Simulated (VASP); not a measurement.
Runs of VASP 6.6.1 on SrTiO3. The structure is that of space group Pm-3m (No. 221), or close to it. The cells are those of the table. 

```tsv
task	level	potentials or basis	cell	cutoff (eV)	gap on the mesh (eV)	pressure (GPa)	relaxed volume (Å³/atom)
single point	r2SCAN	VASP PAW PBE potentials, release 64 (Sr_sv, Ti_sv, O)	a = 3.907 Å, 5 atoms	520	(b)	0.9	-
single point	PBE	VASP PAW PBE potentials, release 64 (Sr_sv, Ti_sv, O)	a = 3.907 Å, 5 atoms	520	(c)	(a)	-
relaxation of cell and atoms	r2SCAN	VASP PAW PBE potentials, release 64 (Sr_sv, Ti_sv, O)	relaxed from a = 3.936 Å, 5 atoms	600	2.26	0.0	11.97
single point	LDA	VASP PAW LDA potentials, release 64 (Sr_sv, Ti_sv, O)	a = 3.854 Å, 5 atoms	520	1.81	1.1	-
relaxation of cell and atoms	PBEsol	VASP PAW PBE potentials, release 64 (Sr_sv, Ti_sv, O)	relaxed from a = 3.936 Å, 5 atoms	600	1.81	0.0	11.82
```

Alike in all rows: no spin polarisation; k mesh 6 × 6 × 6; smearing fermi-dirac 0.02 eV.

**Question.** Fill in the values left out.

**Answer.** (a) 4.7; (b) 2.27; (c) 1.85.

Caveats: the PAW data sets were made with another functional, which shifts forces and pressure a little (at least some runs); the cell stands under pressure (at least some runs).

A k mesh can miss the band edges, and the runs leave out spin-orbit coupling on Sr.
